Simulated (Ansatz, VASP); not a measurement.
LiBi2I2O2: VASP beside Ansatz

```
CELL_PARAMETERS angstrom
4.01395 0.00000 0.00000
0.00000 4.01395 0.00000
0.00000 0.00000 9.89756
ATOMIC_POSITIONS crystal
Li 0.50000 0.50000 0.56821
Bi 0.50000 0.50000 0.90116
Bi 0.00000 0.00000 0.12346
I 0.00000 0.00000 0.66309
I 0.50000 0.50000 0.31925
O 0.50000 0.00000 0.00929
O 0.00000 0.50000 0.00929
```

Alike in both runs: task single point; functional PBE; k mesh 8 × 8 × 4; occupations gaussian, width 0.1 eV; no spin polarisation.

|  | VASP | Ansatz |
| --- | --- | --- |
| version | VASP 6.6.1 | Ansatz 0.2.0 |
| potentials or method | VASP PAW PBE potentials, release 64 (Li_sv, Bi_d, I, O), cutoff 520 eV | scalar-relativistic, plane waves, PAW |
| valence electrons in the cell | 59 | 79 |

VASP gave:

```
gap on the k mesh at the Fermi level (eV) : none
rms of the force components (eV/Å)        : 0.472
```

Q: Estimate Ansatz's values.

A: gap on the k mesh at the Fermi level (eV): none; rms of the force components (eV/Å): 0.458.

Atom by atom the forces differ by 0.014 eV/Å (rms over components). A gap of «none» marks a metal or a gap that the smearing closes. The functional is the same, so the differences come from potentials, cutoffs and numerics. VASP's potentials hold 59 valence electrons a cell and Ansatz's 79, so a difference there can come from the potentials and not from the codes.

Spin-orbit coupling is off throughout. Noted on VASP's run: the cutoff is short for stress, so the pressure is rough.
